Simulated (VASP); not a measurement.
Crystal: Si.

```
Si
1.0
     0.00000    2.72185    2.72185
     2.72185    0.00000    2.72185
     2.72185    2.72185    0.00000
Si
2
Direct
  0.50000 0.50000 0.50000
  0.75000 0.75000 0.75000
```

- Program: VASP 6.6.1
- Task: relaxation of cell and atoms
- Functional: revPBE
- Potentials or basis: VASP PAW PBE potentials, release 64 (Si)
- Cutoff: 600 eV
- k mesh: 8 × 8 × 8
- Occupations: fermi-dirac, width 0.05 eV
- Spin: no spin polarisation

At the start: pressure 2.3 GPa; volume 20.16 Å³/atom.

Problem. How do energy, volume and symmetry change on relaxing?

Solution. Over 3 steps the energy falls by 3.7 meV/atom and the volume is 20.68 Å³/atom (+2.6 %); space group Fd-3m (No. 227, to 0.05 Å).

The path:
```csv
step,energy change (eV),largest force (eV/Å),pressure (GPa),volume (Å³)
1,0.0000,0.0000,2.33,40.33
2,-0.0043,0.0000,-1.38,42.06
3,-0.0073,0.0000,0.01,41.37
```

Final structure:
```
Si
1.0
     0.00000    2.74497    2.74497
     2.74497    0.00000    2.74497
     2.74497    2.74497    0.00000
Si
2
Direct
  0.50000 0.50000 0.50000
  0.75000 0.75000 0.75000
```

Caveat: the PAW data sets were made with another functional, which shifts forces and pressure a little.
